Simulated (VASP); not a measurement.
Zr2O, 6 atoms in the cell. It takes space group Pn-3m (No. 224, cubic). Conventional cell: a = 4.458 Å, b = 4.458 Å, c = 4.458 Å, α = 90.00°, β = 90.00°, γ = 90.00°. Zr (site symmetry -3m) has 2 O at 1.93 Å within 2.6 Å. Within 2.6 Å of O (site symmetry -43m) lie 4 Zr at 1.93 Å.  This cell differs from its parent crystal: strain -0.080 along x and y, -0.080 along z.

| Item | Value |
| --- | --- |
| Program | VASP 6.6.1 |
| Task | single point |
| Functional | r2SCAN |
| Potentials or basis | VASP PAW PBE potentials, release 64 (Zr_sv, O) |
| Cutoff | 520 eV |
| k mesh | 10 × 10 × 10 |
| Occupations | gaussian, width 0.15 eV |
| Spin | no spin polarisation |
| Dipole correction | no |
| Further INCAR settings | ALGO = Normal; EDIFF = 1e-06; NBANDS = 39 |

Potentials or basis: VASP PAW PBE potentials, release 64 (Zr_sv, O).

The run is started by

```sh
$ cat potpaw_PBE.64/Zr_sv/POTCAR potpaw_PBE.64/O/POTCAR > POTCAR
$ cp INCAR.step1 INCAR
$ mpirun -np 1 vasp_std > vasp.out
$ cp INCAR.step2 INCAR
$ mpirun -np 1 vasp_std > vasp.out
```

Hardware: 1 thread of Intel Xeon 8259CL, on a shared host.

Task: Estimate the wall time of this run.

Result: Run time: 12 min on 1 thread of Intel Xeon 8259CL, with other jobs on the host, peak memory 0.31 GiB. Counts: k points 56.
